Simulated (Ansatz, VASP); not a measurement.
# One calculation of CdS, two programs

```
Cd S
1.0
     0.00000    2.87761    2.99586
     2.87761    0.00000    2.99586
     2.87761    2.87761    0.00000
Cd S
1 1
Direct
  0.00000 0.00000 0.00000
  0.25000 0.25000 0.25000
```

Alike in both runs: task single point; functional r2SCAN; k mesh 6 × 6 × 6; occupations fermi-dirac, width 0.02 eV; no spin polarisation.

|  | VASP | Ansatz |
| --- | --- | --- |
| version | VASP 6.6.1 | Ansatz 0.2.0 |
| potentials or method | VASP PAW PBE potentials, release 64 (Cd, S), cutoff 520 eV | plane waves, PAW |
| valence electrons in the cell | 18 | 26 |

VASP gave:

```
pressure (GPa)                                                : 1.8
traceless stress, the component that is largest in VASP (GPa) : -0.50
```

Task: What did Ansatz give for the same quantities?

Result: Pressure (GPa): 1.4; traceless stress, the component that is largest in VASP (GPa): -0.51.

VASP's potentials were made for PBE, not for r2SCAN. VASP's potentials hold 18 valence electrons a cell and Ansatz's 26, so a difference there can come from the potentials and not from the codes.
